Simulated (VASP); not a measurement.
A run of VASP 6.6.1 is set up as follows.

The input INCAR:

```
  PREC = Accurate
  ENCUT = 520
  EDIFF = 1E-6
  ISMEAR = -1
  SIGMA = 0.05
  LREAL = False
  LASPH = True
  NELM = 150
  ALGO = Normal
  ISIF = 2
  LWAVE = False
  LCHARG = False
  ISPIN = 2
  MAGMOM = 0 2 0 0
  LORBIT = 11
  LMAXMIX = 4
  GGA = PS
  NBANDS = 29
```

Contents of KPOINTS:

```
Automatic mesh
0
Gamma
  9 9 6
```

File POSCAR:

```
TaVN2
1.0
    3.0498670000      0.0000000000      0.0000000000
    0.0000000000      3.0498670000      0.0000000000
    0.0000000000      0.0000000000      4.2960620000
Ta V N
1 1 2
Direct
    0.0000000000      0.0000000000      0.0000000000
    0.5000000000      0.5000000000      0.5000000000
    0.5000000000      0.5000000000      0.0000000000
    0.0000000000      0.0000000000      0.5000000000
```

Potentials or basis: VASP PAW PBE potentials, release 64 (Ta_pv, V_sv, N).

Run with:

```sh
$ cat potpaw_PBE.64/Ta_pv/POTCAR potpaw_PBE.64/V_sv/POTCAR potpaw_PBE.64/N/POTCAR > POTCAR
$ mpirun -np 1 vasp_std > vasp.out
```

Q: Estimate the net moment.

A: 0.00 μB per cell.

Q: What does it give for the band gap on the k mesh?

A: Zero (filled and empty bands overlap).

Q: Estimate the pressure.

A: -11.8 GPa.

Stress tensor (GPa, compression positive):
```
-10.95   0.00   0.00
  0.00 -10.95   0.00
  0.00   0.00 -13.53
```

Caveat: the cell stands under tension; the PAW data sets were made with another functional, which shifts forces and pressure a little; spin-orbit coupling is left out, which moves the levels of the heavy elements. With open d or f shells a metallic result of PBEsol can be an artefact of self-interaction; +U or a hybrid may open a gap.
